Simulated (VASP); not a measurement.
# C (R-3m) in VASP: single point with PBEsol

Aim: the single point of C with PBEsol.

All numbers are computed with VASP 6.6.1; they aren't measurements. Logs are shortened: lines on timing, memory, paths and dates and some standing lists are left out, and cuts for length are marked.

## 1. The cell of the first run

It takes space group R-3m (No. 166, trigonal). The conventional cell has a = 2.507 Å, b = 2.507 Å, c = 30.950 Å, α = 90.00°, β = 90.00°, γ = 120.00°. Within 2.0 Å of C (site symmetry 3m) lie 4 C at 1.54 Å. C (site symmetry 3m) has 4 C at 1.54 Å within 2.0 Å. Within 2.0 Å of C (site symmetry 3m) lie 4 C at 1.54 Å. C (site symmetry 3m) has 4 C at 1.54 to 1.56 Å within 2.0 Å. Within 2.0 Å of C (site symmetry 3m) lie 4 C at 1.54 to 1.56 Å.

## 2. Single point, PBEsol

INCAR

```
SYSTEM = C
PREC     = Accurate       ! precision mode
ENCUT    = 520            ! plane-wave cutoff, eV
EDIFF    = 1E-7           ! SCF threshold, eV
ISMEAR   = 0              ! smearing method
SIGMA    = 0.02           ! smearing width, eV
LREAL    = .FALSE.        ! projectors in reciprocal space
LASPH    = .TRUE.         ! aspherical terms in the spheres
NELM     = 100            ! most SCF steps
ALGO     = Normal         ! electronic algorithm
ISIF     = 2              ! what is computed and relaxed
LWAVE    = .FALSE.        ! write WAVECAR
LCHARG   = .TRUE.         ! write CHGCAR
GGA      = PS             ! functional
LELF     = .TRUE.         ! ELF
LVHAR    = .TRUE.       
NBANDS   = 31             ! bands
```

KPOINTS

```
regular mesh
0
G
  12 12 12
  0 0 0
```

POSCAR

```
C
1.0
    1.2534231689      0.7236642039     10.3165783496
   -1.2534231689      0.7236642039     10.3165783496
    0.0000000000     -1.4473284079     10.3165783496
C
10
Direct
    0.0248215789      0.0248215789      0.0248215789
    0.9751784211      0.9751784211      0.9751784211
    0.1086886328      0.1086886328      0.1086886328
    0.8913113672      0.8913113672      0.8913113672
    0.1583653670      0.1583653670      0.1583653670
    0.8416346330      0.8416346330      0.8416346330
    0.3748636560      0.3748636560      0.3748636560
    0.6251363440      0.6251363440      0.6251363440
    0.4253184939      0.4253184939      0.4253184939
    0.5746815061      0.5746815061      0.5746815061
```

Potentials or basis: VASP PAW PBE potentials, release 64 (C).

On the command line:

```sh
$ cat potpaw_PBE.64/C/POTCAR > POTCAR
$ mpirun -np 1 vasp_std > vasp.out
```

OUTCAR:

```text
SYSTEM = C
   PREC = Accurate
   ENCUT = 520
   EDIFF = 1E-7
   ISMEAR = 0
   LREAL = .FALSE.
   LASPH = .TRUE.
   NELM = 100
   ISIF = 2
   GGA = PS

 ion  position               nearest neighbor table
   1  0.025  0.025  0.025-   2 1.54   7 1.54   7 1.54   7 1.54
   2  0.975  0.975  0.975-   1 1.54   8 1.54   8 1.54   8 1.54
   3  0.109  0.109  0.109-   9 1.54   9 1.54   9 1.54   5 1.54
   4  0.891  0.891  0.891-  10 1.54  10 1.54  10 1.54   6 1.54
   5  0.158  0.158  0.158-   6 1.54   6 1.54   6 1.54   3 1.54
   6  0.842  0.842  0.842-   5 1.54   5 1.54   5 1.54   4 1.54
   7  0.375  0.375  0.375-   1 1.54   1 1.54   1 1.54   9 1.56
   8  0.625  0.625  0.625-   2 1.54   2 1.54   2 1.54  10 1.56
   9  0.425  0.425  0.425-   3 1.54   3 1.54   3 1.54   7 1.56
  10  0.575  0.575  0.575-   4 1.54   4 1.54   4 1.54   8 1.56

  LATTYP: Found a trigonal (rhomboedric) cell.
 ALAT       =    10.4176076123
 COS(alpha) =     0.9710472753

  Lattice vectors:

 A1 = (   1.2534231689,   0.7236642039,  10.3165783496)
 A2 = (  -1.2534231689,   0.7236642039,  10.3165783496)
 A3 = (   0.0000000000,  -1.4473284079,  10.3165783496)

Analysis of symmetry for initial positions (statically):
=====================================================================
 Subroutine PRICEL returns:
 Original cell was already a primitive cell.

 Routine SETGRP: Setting up the symmetry group for a
 trigonal (rhombohedral) supercell.

 Subroutine GETGRP returns: Found 12 space group operations
 (whereof 12 operations were pure point group operations)
 out of a pool of 12 trial point group operations.

The static configuration has the point symmetry D_3d.

Analysis of symmetry for dynamics (positions and initial velocities):
=====================================================================
 Subroutine PRICEL returns:
 Original cell was already a primitive cell.

 Routine SETGRP: Setting up the symmetry group for a
 trigonal (rhombohedral) supercell.

 Subroutine GETGRP returns: Found 12 space group operations
 (whereof 12 operations were pure point group operations)
 out of a pool of 12 trial point group operations.

The dynamic configuration has the point symmetry D_3d.

 Subroutine INISYM returns: Found 12 space group operations
 (whereof 12 operations are pure point group operations),
 and found     1 'primitive' translations

----------------------------------------------------------------------------------------

                                     Primitive cell

  volume of cell :      56.1464

  direct lattice vectors                    reciprocal lattice vectors
     1.253423169  0.723664204 10.316578350     0.398907578  0.230309397  0.032310454
    -1.253423169  0.723664204 10.316578350    -0.398907578  0.230309397  0.032310454
     0.000000000 -1.447328408 10.316578350     0.000000000 -0.460618795  0.032310454

  length of vectors
    10.417607612 10.417607612 10.417607612     0.461750625  0.461750625  0.461750625

  position of ions in fractional coordinates (direct lattice)
     0.024821579  0.024821579  0.024821579
     0.975178421  0.975178421  0.975178421
     0.108688633  0.108688633  0.108688633
     0.891311367  0.891311367  0.891311367
     0.158365367  0.158365367  0.158365367
     0.841634633  0.841634633  0.841634633
     0.374863656  0.374863656  0.374863656
     0.625136344  0.625136344  0.625136344
     0.425318494  0.425318494  0.425318494
     0.574681506  0.574681506  0.574681506

  ion indices of the primitive-cell ions
   primitive index   ion index
                 1           1
                 2           2
                 3           3
                 4           4
                 5           5
                 6           6
                 7           7
                 8           8
                 9           9
                10          10

----------------------------------------------------------------------------------------

 KPOINTS: regular mesh

Automatic generation of k-mesh.
 Grid dimensions read from file:
 generate k-points for:   12   12   12

 Generating k-lattice:

  Cartesian coordinates                     Fractional coordinates (reciprocal lattice)
     0.033242298  0.019192450  0.002692538     0.083333333  0.000000000  0.000000000
    -0.033242298  0.019192450  0.002692538     0.000000000  0.083333333  0.000000000
     0.000000000 -0.038384900  0.002692538     0.000000000  0.000000000  0.083333333

  Length of vectors
     0.038479219  0.038479219  0.038479219

  Shift w.r.t. Gamma in fractional coordinates (k-lattice)
     0.000000000  0.000000000  0.000000000

 Subroutine IBZKPT returns following result:
 ===========================================

 Found    189 irreducible k-points:

 Following reciprocal coordinates:
            Coordinates               Weight
  0.000000  0.000000  0.000000      1.000000
  0.083333 -0.000000 -0.000000      6.000000
  0.166667 -0.000000  0.000000      6.000000
  0.250000  0.000000  0.000000      6.000000
  0.333333 -0.000000  0.000000      6.000000
  0.416667 -0.000000  0.000000      6.000000
[... 16 lines left out ...]
  0.500000  0.166667  0.000000     12.000000
 -0.416667  0.166667 -0.000000     12.000000
 [... further k-points ...]
   k-points           NKPTS =    189   k-points in BZ     NKDIM =    189   number of bands    NBANDS=     31
   number of dos      NEDOS =    301   number of ions     NIONS =     10
   total plane-waves  NPLWV = 512000
   dimension x,y,z NGX =    80 NGY =   80 NGZ =   80
   dimension x,y,z NGXF=   160 NGYF=  160 NGZF=  160
   ions per type =              10
   NGX,Y,Z   is equivalent  to a cutoff of  12.77, 12.77, 12.77 a.u.
   NGXF,Y,Z  is equivalent  to a cutoff of  25.53, 25.53, 25.53 a.u.
 SYSTEM =  C
   PREC   = accura    normal or accurate (medium, high low for compatibility)
   ISTART =      0    job   : 0-new  1-cont  2-samecut
   ICHARG =      2    charge: 1-file 2-atom 10-const
   ISPIN  =      1    spin polarized calculation?
   LNONCOLLINEAR =      F non collinear calculations
   LSORBIT =      F    spin-orbit coupling
   LASPH  =      T    aspherical Exc in radial PAW
   ENCUT  =  520.0 eV  38.22 Ry    6.18 a.u.  19.37 19.37 19.37*2*pi/ulx,y,z
   NELM   =    100;   NELMIN=  2; NELMDL= -5     # of ELM steps
   EDIFF  = 0.1E-06   stopping-criterion for ELM
   LREAL  =      F    real-space projection
   EDIFFG = 0.1E-05   stopping-criterion for IOM
   NSW    =      0    number of steps for IOM
   IBRION =     -1    ionic relax: 0-MD 1-quasi-New 2-CG
   NFREE  =      0    steps in history (QN), initial steepest desc. (CG)
   ISIF   =      2    stress and relaxation
   ISYM   =      2    0-nonsym 1-usesym 2-fastsym
   POTIM  = 0.5000    time-step for ionic-motion
   TEBEG  =    0.0;   TEEND  =   0.0 temperature during run
   PSTRESS=    0.0 pullay stress
   NELECT =      40.0000    total number of electrons
   NUPDOWN=      -1.0000    fix difference up-down
   EMIN   =  10.00;   EMAX   =-10.00  energy-range for DOS
   EFERMI =   0.00;   METHOD = LEGACY
   ISMEAR =     0;   SIGMA  =   0.02  broadening in eV -4-tet -1-fermi 0-gaus
   EFERMI_NEDOS =   21; number of points for ismear=-14 and -15
   IALGO  =     38    algorithm
   IMIX   =      4    mixing-type and parameters
     AMIX     =   0.40;   BMIX     =  1.00
     AMIX_MAG =   1.60;   BMIX_MAG =  1.00
  volume/ion in A,a.u.               =       5.61        37.89
  Fermi-wavevector in a.u.,A,eV,Ry     =   1.462135  2.763035 29.087077  2.137840
  Thomas-Fermi vector in A             =   2.578385
   LORBIT       =      0    0 simple, 1 ext, 2 COOP (PROOUT), +10 PAW based schemes
   GGA     = PS    functional components
   LHFCALC =     F    Hartree Fock is set to
   AEXX    =    0.0000 exact exchange contribution
   IVDW    =     0    specifies the selected vdW correction
   LEPSILON=     F    determine dielectric tensor
   LRPA    =     F    only Hartree local field effects (RPA)
 non-spin polarized calculation
 Gauss-broadening in eV      SIGMA  =   0.02
  energy-cutoff  :      520.00
  volume of cell :       56.15
 maximum number of plane-waves:      1538
 NGX is ok and might be reduce to    80
   NGX = 39   NGY = 39   NGZ = 39

 number of electron      39.9999997 magnetization

 Free energy of the ion-electron system (eV)
  ---------------------------------------------------
  ext. energy  EPLUGINS =         0.00000000
  ---------------------------------------------------
  free energy    TOTEN  =       -96.18226597 eV

  energy without entropy =      -96.18226597  energy(sigma->0) =      -96.18226597

 E-fermi :  10.0795     XC(G=0): -13.4810

 val. band max:        9.9674746092   @ k =   0.0000   0.0000   0.0000
 cond. band min:      14.3458452276   @ k =  -0.3333  -0.3333   0.0833
 fundamental gap:      4.3783706183
 Fermi energy:        10.0794730573

 k-point     1 :       0.0000    0.0000    0.0000
  band No.  band energies     occupation
      1     -11.8139      2.00000
      2     -10.7474      2.00000
      3     -10.6749      2.00000
      4      -7.5494      2.00000
      5      -7.5290      2.00000
      6      -1.7583      2.00000
[... 23 lines left out ...]
     30      18.4884      0.00000
     31      18.5186      0.00000

 k-point     2 :       0.0833   -0.0000   -0.0000
  band No.  band energies     occupation
      1     -11.6396      2.00000
      2     -10.6093      2.00000
      3     -10.4682      2.00000
      4      -7.4853      2.00000
      5      -7.2661      2.00000
      6      -1.7575      2.00000
[... 23 lines left out ...]
     30      18.4470      0.00000
     31      18.8968      0.00000

 k-point     3 :       0.1667   -0.0000    0.0000
  band No.  band energies     occupation
      1     -11.1188      2.00000
      2     -10.1492      2.00000
      3      -9.8979      2.00000
      4      -7.1031      2.00000
      5      -6.6729      2.00000
      6      -1.4794      2.00000
[... 703 lines left out ...]
     30      20.4849      0.00000
     31      20.7209      0.00000

 k-point    24 :      -0.4167    0.1667   -0.0000
  band No.  band energies     occupation
      1      -5.7807      2.00000
      2      -5.4256      2.00000
      3      -5.0313      2.00000
      4      -4.1349      2.00000
      5      -3.9328      2.00000
      6      -3.1003      2.00000
[... 23 lines left out ...]
     30      20.5499      0.00000
     31      20.8193      0.00000

 [... further k-points ...]

------------------------ aborting loop because EDIFF is reached ----------------------------------------

  FORCE on cell =-STRESS in cart. coord.  units (eV):
  Direction    XX          YY          ZZ          XY          YZ          ZX
  --------------------------------------------------------------------------------------
  -------------------------------------------------------------------------------------
  Total        0.3901811      0.3901811      0.3697514      0.0000000     -0.0000000      0.0000000
  in kB       11.1341000     11.1341000     10.5511219      0.0000000     -0.0000000      0.0000000
  external PRESSURE =      10.9397740 kB  Pullay stress =       0.0000000 kB

 VOLUME and BASIS-vectors are now :
 -----------------------------------------------------------------------------
  energy-cutoff  :      520.00
  volume of cell :       56.15
      direct lattice vectors                 reciprocal lattice vectors
     1.253423169  0.723664204 10.316578350     0.398907578  0.230309397  0.032310454
    -1.253423169  0.723664204 10.316578350    -0.398907578  0.230309397  0.032310454
     0.000000000 -1.447328408 10.316578350     0.000000000 -0.460618795  0.032310454

 POSITION                                       TOTAL-FORCE (eV/Angst)
 -----------------------------------------------------------------------------------
      0.00000     -0.00000      0.76822         0.000000     -0.000000      0.000457
      0.00000     -0.00000     30.18151         0.000000      0.000000     -0.000457
      0.00000     -0.00000      3.36388         0.000000      0.000000     -0.000473
      0.00000     -0.00000     27.58585         0.000000     -0.000000      0.000473
      0.00000     -0.00000      4.90137         0.000000      0.000000     -0.000538
      0.00000     -0.00000     26.04837         0.000000     -0.000000      0.000538
      0.00000     -0.00000     11.60193         0.000000     -0.000000      0.005336
      0.00000     -0.00000     19.34780         0.000000      0.000000     -0.005336
      0.00000     -0.00000     13.16349         0.000000      0.000000     -0.005364
      0.00000     -0.00000     17.78624         0.000000     -0.000000      0.005364
 -----------------------------------------------------------------------------------
    total drift:                                0.000000      0.000000      0.000000

  FREE ENERGIE OF THE ION-ELECTRON SYSTEM (eV)
  ---------------------------------------------------
  free  energy   TOTEN  =       -96.1822659724 eV

  energy  without entropy=      -96.1822659724  energy(sigma->0) =      -96.18226597
```

Run time: 42 min. Hardware: 1 thread of Intel Xeon 6975P-C (Granite Rapids), shared host; peak memory 0.96 GiB.

Results:

```yaml
Free_energy: -96.1823 eV
Pressure: 1.1 GPa
Largest_force: 0.005 eV/Å
Band_gap_on_the_k_mesh: 4.38 eV (least direct gap 5.32 eV)
```

Forces on the atoms (eV/Å):
```
C    0.000  0.000  0.000
C    0.000  0.000  0.000
C    0.000  0.000  0.000
C    0.000  0.000  0.000
C    0.000  0.000 -0.001
C    0.000  0.000  0.001
C    0.000  0.000  0.005
C    0.000  0.000 -0.005
C    0.000  0.000 -0.005
C    0.000  0.000  0.005
```

Caveat: the PAW data sets were made with another functional, which shifts forces and pressure a little.
